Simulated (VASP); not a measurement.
A run of VASP 6.6.1 is set up as follows.

Contents of INCAR:

```
PREC = Accurate ; ENCUT = 520
EDIFF = 1E-6 ; ISMEAR = 0
SIGMA = 0.1 ; LREAL = Auto
LASPH = T ; NELM = 60
ALGO = Normal ; ISIF = 2
LWAVE = F ; LCHARG = F
GGA = PE ; NBANDS = 95
```

KPOINTS

```
Automatic mesh
0
Gamma
  2 4 4
```

POSCAR

```
Hf6Al2O15
1.0
   10.0643184400      0.0000000000      0.0000000000
    0.0000000000      5.0321592200      0.0000000000
    0.0000000000      0.0000000000      5.0321592200
Al Hf O
2 6 15
Direct
    0.0000000000      0.0000000000      0.0000000000
    0.0000000000      0.5000000000      0.5000000000
    0.5000000000      0.0000000000      0.0000000000
    0.5000000000      0.5000000000      0.5000000000
    0.2500000000      0.0000000000      0.5000000000
    0.7500000000      0.0000000000      0.5000000000
    0.2500000000      0.5000000000      0.0000000000
    0.7500000000      0.5000000000      0.0000000000
    0.6250000000      0.2500000000      0.7500000000
    0.1250000000      0.7500000000      0.7500000000
    0.6250000000      0.7500000000      0.7500000000
    0.1250000000      0.7500000000      0.2500000000
    0.6250000000      0.7500000000      0.2500000000
    0.1250000000      0.2500000000      0.2500000000
    0.6250000000      0.2500000000      0.2500000000
    0.3750000000      0.2500000000      0.2500000000
    0.8750000000      0.2500000000      0.2500000000
    0.3750000000      0.7500000000      0.2500000000
    0.8750000000      0.7500000000      0.2500000000
    0.3750000000      0.7500000000      0.7500000000
    0.8750000000      0.7500000000      0.7500000000
    0.3750000000      0.2500000000      0.7500000000
    0.8750000000      0.2500000000      0.7500000000
```

Potentials or basis: VASP PAW PBE potentials, release 64 (Al, Hf_pv, O).

Launch:

```sh
$ cat potpaw_PBE.64/Al/POTCAR potpaw_PBE.64/Hf_pv/POTCAR potpaw_PBE.64/O/POTCAR > POTCAR
$ mpirun -np 1 vasp_std > vasp.out
```

Predict the pressure.

-3.2 GPa.

Estimate the largest force.

3.870 eV/Å.

Forces in eV/Å, atoms in the order of the input:
```
Al  -2.816 -1.877  1.877
Al  -2.816  1.877 -1.877
Hf   1.617 -0.215  0.215
Hf   1.617  0.215 -0.215
Hf   0.403 -2.553 -2.553
Hf   1.986 -0.522 -0.522
Hf   0.403  2.553  2.553
Hf   1.986  0.522  0.522
O   -0.706  0.000  0.000
O   -0.168  0.000  0.000
O   -0.826  0.000  0.000
O    0.211  0.000  0.000
O   -0.917  0.000  0.000
O   -0.168  0.000  0.000
O   -0.826  0.000  0.000
O   -0.276  0.000  0.000
O    0.628  0.000  0.000
O   -0.783  0.000  0.000
O    0.302  0.000  0.000
O   -0.276  0.000  0.000
O    0.628  0.000  0.000
O   -2.157  0.000  0.000
O    2.952  0.000  0.000
```

Caveat: forces of over 1 eV/Å act on the atoms, so gaps and moduli don't describe the material at rest.
